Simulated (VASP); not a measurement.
# HfN (Fm-3m) in VASP: notebook

Runs on HfN. Level: PBE. Tasks: single point.

All numbers are computed with VASP 6.6.1; they aren't measurements. Logs are shortened: lines on timing, memory, paths and dates and some standing lists are left out, and cuts for length are marked.

### Step 1. The cell of the first run

The structure is cubic, space group Fm-3m (No. 225). The conventional cell has a = 4.518 Å, b = 4.518 Å, c = 4.518 Å, α = 90.00°, β = 90.00°, γ = 90.00°. Within 3.0 Å of Hf (site symmetry m-3m) lie 6 N at 2.26 Å. Within 3.0 Å of N (site symmetry m-3m) lie 6 Hf at 2.26 Å.

### Step 2. Single point, PBE

INCAR reads:

```
SYSTEM = HfN
  PREC = Accurate
  ENCUT = 520
  EDIFF = 1E-6
  ISMEAR = 0
  SIGMA = 0.1
  LREAL = .False.
  LASPH = .True.
  NELM = 60
  ALGO = Normal
  ISIF = 2
  LWAVE = .False.
  LCHARG = .True.
  GGA = PE
  LELF = .True.
  LVHAR = .True.
  NBANDS = 14
```

KPOINTS reads:

```
regular mesh
0
Gamma
  18 18 18
  0 0 0
```

POSCAR reads:

```
HfN
1.0
    0.0000000000      2.2590000000      2.2590000000
    2.2590000000      0.0000000000      2.2590000000
    2.2590000000      2.2590000000      0.0000000000
Hf N
1 1
Direct
    0.0000000000      0.0000000000      0.0000000000
    0.5000000000      0.5000000000      0.5000000000
```

Potentials or basis: VASP PAW PBE potentials, release 64 (Hf_pv, N).

On the command line:

```console
$ cat potpaw_PBE.64/Hf_pv/POTCAR potpaw_PBE.64/N/POTCAR > POTCAR
$ mpirun -np 1 vasp_std > vasp.out
```

OUTCAR:

```text
SYSTEM = HfN
   PREC = Accurate
   ENCUT = 520
   EDIFF = 1E-6
   ISMEAR = 0
   LREAL = .False.
   LASPH = .True.
   NELM = 60
   ISIF = 2
   GGA = PE

 ion  position               nearest neighbor table
   1  0.000  0.000  0.000-   2 2.26   2 2.26   2 2.26   2 2.26   2 2.26   2 2.26
   2  0.500  0.500  0.500-   1 2.26   1 2.26   1 2.26   1 2.26   1 2.26   1 2.26

  LATTYP: Found a face centered cubic cell.
 ALAT       =     4.5180000000

  Lattice vectors:

 A1 = (   0.0000000000,   2.2590000000,   2.2590000000)
 A2 = (   2.2590000000,   0.0000000000,   2.2590000000)
 A3 = (   2.2590000000,   2.2590000000,   0.0000000000)

Analysis of symmetry for initial positions (statically):
=====================================================================
 Subroutine PRICEL returns:
 Original cell was already a primitive cell.

 Routine SETGRP: Setting up the symmetry group for a
 face centered cubic supercell.

 Subroutine GETGRP returns: Found 48 space group operations
 (whereof 48 operations were pure point group operations)
 out of a pool of 48 trial point group operations.

The static configuration has the point symmetry O_h .

Analysis of symmetry for dynamics (positions and initial velocities):
=====================================================================
 Subroutine PRICEL returns:
 Original cell was already a primitive cell.

 Routine SETGRP: Setting up the symmetry group for a
 face centered cubic supercell.

 Subroutine GETGRP returns: Found 48 space group operations
 (whereof 48 operations were pure point group operations)
 out of a pool of 48 trial point group operations.

The dynamic configuration has the point symmetry O_h .

 Subroutine INISYM returns: Found 48 space group operations
 (whereof 48 operations are pure point group operations),
 and found     1 'primitive' translations

----------------------------------------------------------------------------------------

                                     Primitive cell

  volume of cell :      23.0557

  direct lattice vectors                    reciprocal lattice vectors
     0.000000000  2.259000000  2.259000000    -0.221336875  0.221336875  0.221336875
     2.259000000  0.000000000  2.259000000     0.221336875 -0.221336875  0.221336875
     2.259000000  2.259000000  0.000000000     0.221336875  0.221336875 -0.221336875

  length of vectors
     3.194708437  3.194708437  3.194708437     0.383366713  0.383366713  0.383366713

  position of ions in fractional coordinates (direct lattice)
     0.000000000  0.000000000  0.000000000
     0.500000000  0.500000000  0.500000000

  ion indices of the primitive-cell ions
   primitive index   ion index
                 1           1
                 2           2

----------------------------------------------------------------------------------------

 KPOINTS: regular mesh

Automatic generation of k-mesh.
 Grid dimensions read from file:
 generate k-points for:   18   18   18

 Generating k-lattice:

  Cartesian coordinates                     Fractional coordinates (reciprocal lattice)
    -0.012296493  0.012296493  0.012296493     0.055555556  0.000000000  0.000000000
     0.012296493 -0.012296493  0.012296493     0.000000000  0.055555556  0.000000000
     0.012296493  0.012296493 -0.012296493     0.000000000  0.000000000  0.055555556

  Length of vectors
     0.021298151  0.021298151  0.021298151

  Shift w.r.t. Gamma in fractional coordinates (k-lattice)
     0.000000000  0.000000000  0.000000000

 Subroutine IBZKPT returns following result:
 ===========================================

 Found    195 irreducible k-points:

 Following reciprocal coordinates:
            Coordinates               Weight
  0.000000  0.000000  0.000000      1.000000
  0.055556  0.000000  0.000000      8.000000
  0.111111  0.000000  0.000000      8.000000
  0.166667  0.000000  0.000000      8.000000
  0.222222  0.000000  0.000000      8.000000
  0.277778  0.000000  0.000000      8.000000
[... 16 lines left out ...]
 -0.277778  0.055556  0.000000     24.000000
 -0.222222  0.055556  0.000000     24.000000
 [... further k-points ...]
   k-points           NKPTS =    195   k-points in BZ     NKDIM =    195   number of bands    NBANDS=     14
   number of dos      NEDOS =    301   number of ions     NIONS =      2
   total plane-waves  NPLWV =  13824
   dimension x,y,z NGX =    24 NGY =   24 NGZ =   24
   dimension x,y,z NGXF=    48 NGYF=   48 NGZF=   48
   ions per type =               1   1
   NGX,Y,Z   is equivalent  to a cutoff of  12.49, 12.49, 12.49 a.u.
   NGXF,Y,Z  is equivalent  to a cutoff of  24.98, 24.98, 24.98 a.u.
 SYSTEM =  HfN
   PREC   = accura    normal or accurate (medium, high low for compatibility)
   ISTART =      0    job   : 0-new  1-cont  2-samecut
   ICHARG =      2    charge: 1-file 2-atom 10-const
   ISPIN  =      1    spin polarized calculation?
   LNONCOLLINEAR =      F non collinear calculations
   LSORBIT =      F    spin-orbit coupling
   LASPH  =      T    aspherical Exc in radial PAW
   ENCUT  =  520.0 eV  38.22 Ry    6.18 a.u.   5.94  5.94  5.94*2*pi/ulx,y,z
   NELM   =     60;   NELMIN=  2; NELMDL= -5     # of ELM steps
   EDIFF  = 0.1E-05   stopping-criterion for ELM
   LREAL  =      F    real-space projection
   EDIFFG = 0.1E-04   stopping-criterion for IOM
   NSW    =      0    number of steps for IOM
   IBRION =     -1    ionic relax: 0-MD 1-quasi-New 2-CG
   NFREE  =      0    steps in history (QN), initial steepest desc. (CG)
   ISIF   =      2    stress and relaxation
   ISYM   =      2    0-nonsym 1-usesym 2-fastsym
   POTIM  = 0.5000    time-step for ionic-motion
   TEBEG  =    0.0;   TEEND  =   0.0 temperature during run
   PSTRESS=    0.0 pullay stress
   NELECT =      15.0000    total number of electrons
   NUPDOWN=      -1.0000    fix difference up-down
   EMIN   =  10.00;   EMAX   =-10.00  energy-range for DOS
   EFERMI =   0.00;   METHOD = LEGACY
   ISMEAR =     0;   SIGMA  =   0.10  broadening in eV -4-tet -1-fermi 0-gaus
   EFERMI_NEDOS =   21; number of points for ismear=-14 and -15
   IALGO  =     38    algorithm
   IMIX   =      4    mixing-type and parameters
     AMIX     =   0.40;   BMIX     =  1.00
     AMIX_MAG =   1.60;   BMIX_MAG =  1.00
  volume/ion in A,a.u.               =      11.53        77.79
  Fermi-wavevector in a.u.,A,eV,Ry     =   1.418553  2.680677 27.378918  2.012294
  Thomas-Fermi vector in A             =   2.539667
   LORBIT       =      0    0 simple, 1 ext, 2 COOP (PROOUT), +10 PAW based schemes
   GGA     = PE    functional components
   LHFCALC =     F    Hartree Fock is set to
   AEXX    =    0.0000 exact exchange contribution
   IVDW    =     0    specifies the selected vdW correction
   LEPSILON=     F    determine dielectric tensor
   LRPA    =     F    only Hartree local field effects (RPA)
 non-spin polarized calculation
 Gauss-broadening in eV      SIGMA  =   0.10
  energy-cutoff  :      520.00
  volume of cell :       23.06
 maximum number of plane-waves:       636
   NGX = 11   NGY = 11   NGZ = 11

 number of electron      15.0000000 magnetization

 Free energy of the ion-electron system (eV)
  ---------------------------------------------------
  ext. energy  EPLUGINS =         0.00000000
  ---------------------------------------------------
  free energy    TOTEN  =       -21.75556546 eV

  energy without entropy =      -21.75239441  energy(sigma->0) =      -21.75397994

 E-fermi :   8.3800     XC(G=0): -12.7325

 val. band max:        8.3583503999   @ k =   0.4444   0.2222   0.1111
 cond. band min:       8.4081052944   @ k =  -0.1111   0.0556   0.0000
 fundamental gap:      0.0497548945
 Fermi energy:         8.3800088301

 k-point     1 :       0.0000    0.0000    0.0000
  band No.  band energies     occupation
      1     -22.7675      2.00000
      2     -22.7675      2.00000
      3     -22.7675      2.00000
      4      -9.1256      2.00000
      5       5.3563      2.00000
      6       5.3563      2.00000
      7       5.3563      2.00000
      8       8.0389      2.00000
      9       8.0389      2.00000
     10       8.0389      2.00000
     11      10.1813      0.00000
     12      10.3542      0.00000
     13      10.3542      0.00000
     14      17.9496      0.00000

 k-point     2 :       0.0556    0.0000    0.0000
  band No.  band energies     occupation
      1     -22.7994      2.00000
      2     -22.7702      2.00000
      3     -22.7702      2.00000
      4      -9.0540      2.00000
      5       5.0292      2.00000
      6       5.1680      2.00000
      7       5.1680      2.00000
      8       8.1307      1.99958
      9       8.1465      1.99904
     10       8.1465      1.99904
     11      10.4149      0.00000
     12      10.5968      0.00000
     13      10.5968      0.00000
     14      18.1938      0.00000

 k-point     3 :       0.1111    0.0000    0.0000
  band No.  band energies     occupation
      1     -22.8901      2.00000
      2     -22.7778      2.00000
      3     -22.7778      2.00000
      4      -8.8464      2.00000
      5       4.2637      2.00000
      6       4.7115      2.00000
      7       4.7115      2.00000
      8       8.2977      1.75566
      9       8.4338      0.44672
     10       8.4338      0.44672
     11      11.0280      0.00000
     12      11.2444      0.00000
     13      11.2444      0.00000
     14      18.8836      0.00000

 k-point     4 :       0.1667    0.0000    0.0000
  band No.  band energies     occupation
      1     -23.0255      2.00000
      2     -22.7894      2.00000
      3     -22.7894      2.00000
      4      -8.5231      2.00000
      5       3.3374      2.00000
      6       4.1576      2.00000
      7       4.1576      2.00000
      8       8.4928      0.11082
      9       8.8617      0.00000
     10       8.8617      0.00000
     11      11.8320      0.00000
     12      12.1449      0.00000
     13      12.1449      0.00000
     14      19.8885      0.00000

 k-point     5 :       0.2222    0.0000    0.0000
  band No.  band energies     occupation
      1     -23.1863      2.00000
      2     -22.8036      2.00000
      3     -22.8036      2.00000
      4      -8.1148      2.00000
      5       2.3910      2.00000
      6       3.6113      2.00000
      7       3.6113      2.00000
      8       8.7679      0.00000
      9       9.4109      0.00000
     10       9.4109      0.00000
     11      12.6596      0.00000
[... 276 lines left out ...]
 k-point    22 :      -0.3333    0.0556    0.0000
  band No.  band energies     occupation
      1     -23.5392      2.00000
      2     -22.8686      2.00000
      3     -22.8283      2.00000
      4      -7.0638      2.00000
      5       0.4926      2.00000
      6       2.5328      2.00000
      7       2.7665      2.00000
      8       9.7757      0.00000
      9      10.6797      0.00000
     10      11.5182      0.00000
     11      13.6949      0.00000
     12      15.2242      0.00000
     13      16.0878      0.00000
     14      20.5251      0.00000

 k-point    23 :      -0.2778    0.0556    0.0000
  band No.  band energies     occupation
      1     -23.4015      2.00000
      2     -22.8568      2.00000
      3     -22.8122      2.00000
      4      -7.4910      2.00000
      5       1.1909      2.00000
      6       2.8497      2.00000
      7       3.1593      2.00000
      8       9.2113      0.00000
      9       9.9819      0.00000
     10      10.8833      0.00000
     11      13.1934      0.00000
     12      14.4187      0.00000
     13      15.1525      0.00000
     14      20.5841      0.00000

 k-point    24 :      -0.2222    0.0556    0.0000
  band No.  band energies     occupation
      1     -23.2440      2.00000
      2     -22.8411      2.00000
      3     -22.7965      2.00000
      4      -7.9357      2.00000
      5       2.0003      2.00000
      6       3.2659      2.00000
      7       3.6362      2.00000
      8       8.7968      0.00000
      9       9.3409      0.00000
     10      10.2027      0.00000
     11      12.3587      0.00000
     12      13.6068      0.00000
     13      14.1154      0.00000
     14      20.5975      0.00000

 [... further k-points ...]

------------------------ aborting loop because EDIFF is reached ----------------------------------------

  FORCE on cell =-STRESS in cart. coord.  units (eV):
  Direction    XX          YY          ZZ          XY          YZ          ZX
  --------------------------------------------------------------------------------------
  -------------------------------------------------------------------------------------
  Total        0.4345465      0.4345465      0.4345465     -0.0000000      0.0000000     -0.0000000
  in kB       30.1973009     30.1973009     30.1973009     -0.0000000      0.0000000     -0.0000000
  external PRESSURE =      30.1973009 kB  Pullay stress =       0.0000000 kB

 VOLUME and BASIS-vectors are now :
 -----------------------------------------------------------------------------
  energy-cutoff  :      520.00
  volume of cell :       23.06
      direct lattice vectors                 reciprocal lattice vectors
     0.000000000  2.259000000  2.259000000    -0.221336875  0.221336875  0.221336875
     2.259000000  0.000000000  2.259000000     0.221336875 -0.221336875  0.221336875
     2.259000000  2.259000000  0.000000000     0.221336875  0.221336875 -0.221336875

 POSITION                                       TOTAL-FORCE (eV/Angst)
 -----------------------------------------------------------------------------------
      0.00000      0.00000      0.00000         0.000000     -0.000000      0.000000
      2.25900      2.25900      2.25900         0.000000      0.000000     -0.000000
 -----------------------------------------------------------------------------------
    total drift:                                0.000000     -0.000000     -0.000000

  FREE ENERGIE OF THE ION-ELECTRON SYSTEM (eV)
  ---------------------------------------------------
  free  energy   TOTEN  =       -21.7555654582 eV

  energy  without entropy=      -21.7523944148  energy(sigma->0) =      -21.75397994
```

It took 30 s on 1 thread of Intel Xeon Platinum 8488C (Sapphire Rapids), shared host; peak memory 0.19 GiB.

Results:

```yaml
Free_energy: -21.7556 eV
Pressure: 3.0 GPa
```

Levels at points of the mesh, in eV from the Fermi level:
| k point | band 6 | band 7 | band 8 | band 9 | band 10 | band 11 |
| --- | --- | --- | --- | --- | --- | --- |
| (0.00, 0.00, 0.00) | -3.02 | -3.02 | -0.34 | -0.34 | -0.34 | 1.80 |
| (0.50, 0.00, 0.00) | -6.18 | -6.18 | 3.28 | 3.71 | 3.71 | 4.43 |
| (0.50, 0.50, 0.00) | -3.80 | -3.69 | -3.69 | 4.10 | 5.53 | 5.53 |

Caveat: spin-orbit coupling is left out, which moves the levels of the heavy elements.

### Step 3. Single point, PBE

INCAR reads:

```
PREC = Accurate
ENCUT = 520
EDIFF = 1E-7
ISMEAR = 0
SIGMA = 0.1
LREAL = F
LASPH = T
NELM = 80
ALGO = Normal
ISIF = 2
LWAVE = F
LCHARG = F
GGA = PE
NBANDS = 14
```

KPOINTS reads:

```
regular mesh
0
Gamma
  20 20 20
```

POSCAR is that of step 2.

Potentials or basis: VASP PAW PBE potentials, release 64 (Hf_pv, N).

On the command line:

```console
$ cat potpaw_PBE.64/Hf_pv/POTCAR potpaw_PBE.64/N/POTCAR > POTCAR
$ mpirun -np 1 vasp_std > vasp.out
```

It took 51 s on 1 thread of Intel Xeon Platinum 8488C (Sapphire Rapids), shared host; peak memory 0.21 GiB.

It converged, with:

```yaml
Free_energy: -21.7553 eV
Pressure: 3.0 GPa
```

Levels at points of the mesh, in eV from the Fermi level:
| k point | band 5 | band 6 | band 7 | band 8 | band 9 | band 10 | band 11 | band 12 |
| --- | --- | --- | --- | --- | --- | --- | --- | --- |
| (0.00, 0.00, 0.00) | -3.06 | -3.06 | -3.06 | -0.38 | -0.38 | -0.38 | 1.76 | 1.94 |
| (0.50, 0.00, 0.00) | -8.92 | -6.22 | -6.22 | 3.24 | 3.67 | 3.67 | 4.39 | 8.80 |
| (0.50, 0.50, 0.00) | -5.45 | -3.84 | -3.73 | -3.73 | 4.07 | 5.49 | 5.49 | 5.56 |

Caveat: spin-orbit coupling is left out, which moves the levels of the heavy elements.
